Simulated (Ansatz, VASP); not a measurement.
# Two plane-wave programs on MgO

The input POSCAR:

```
MgO
1.0
    0.0000000000      2.1021086852      2.1021086852
    2.1021086852      0.0000000000      2.1021086852
    2.1021086852      2.1021086852      0.0000000000
Mg O
1 1
Direct
    0.0118928199     -0.0118928199      0.0118928199
    0.5000000000      0.5000000000      0.5000000000
```

INCAR.step1

```
  ALGO = Normal
  EDIFF = 1E-4
  ENCUT = 520
  GGA = PE
  ISMEAR = 0
  LASPH = T
  LCHARG = F
  LREAL = F
  LWAVE = T
  NBANDS = 11
  NELM = 80
  PREC = Accurate
  SIGMA = 0.05
```

INCAR.step2

```
  ALGO = Normal
  EDIFF = 1E-6
  ENCUT = 520
  ISIF = 2
  ISMEAR = 0
  ISTART = 1
  LASPH = T
  LCHARG = T
  LELF = T
  LMIXTAU = T
  LREAL = F
  LVHAR = T
  LWAVE = F
  METAGGA = R2SCAN
  NBANDS = 11
  NELM = 80
  PREC = Accurate
  SIGMA = 0.05
```

KPOINTS

```
k-points
0
Gamma
  10 10 10
```

Input for Ansatz:

```yaml
crystal:
  lattice:
    - [0.0, 2.1021086852, 2.1021086852]
    - [2.1021086852, 0.0, 2.1021086852]
    - [2.1021086852, 2.1021086852, 0.0]
  atoms:
    - { symbol: Mg, position: [0.0118928199, -0.0118928199, 0.0118928199] }
    - { symbol: O, position: [0.5, 0.5, 0.5] }
basis:
  ecutwfc: 500
kpoints:
  mp_grid: { grid: [10, 10, 10] }
hamiltonian:
  xc: r2scan
scf:
  occupations: { method: gaussian, width: 0.05 }
output:
  forces: true
  stress: true
  eigenvalues: true
```

Change from the starting cell: all Mg atoms moved +0.050 Å, as atom 1 along Cartesian [0 1 0].

Alike in both runs: task single point; functional r2SCAN; k mesh 10 × 10 × 10; occupations gaussian, width 0.05 eV; no spin polarisation.

```csv
,VASP,Ansatz
version,VASP 6.6.1,Ansatz 0.2.0
potentials or method,"VASP PAW PBE potentials, release 64 (Mg, O), cutoff 520 eV","scalar-relativistic, plane waves, PAW"
valence electrons in the cell,8,16
```

|  | VASP | Ansatz | Ansatz less VASP |
| --- | --- | --- | --- |
| gap on the k mesh at the Fermi level (eV) | 5.66 | 5.68 | +0.025 |
| least direct gap on the mesh (eV) | 5.66 | 5.68 | +0.025 |
| pressure (GPa) | -0.9 | 0.3 | +1.14 |
| traceless stress, the component that is largest in VASP (GPa) | 0.63 | 0.62 | -0.012 |
| rms of the force components (eV/Å) | 0.168 | 0.166 | -0.0020 |

VASP's potentials were made for PBE, not for r2SCAN. Atom by atom the forces differ by 0.002 eV/Å (rms over components). With one functional, cell and mesh, what is left measures potentials, basis and numerics. VASP's potentials hold 8 valence electrons a cell and Ansatz's 16, so a difference there can come from the potentials and not from the codes.
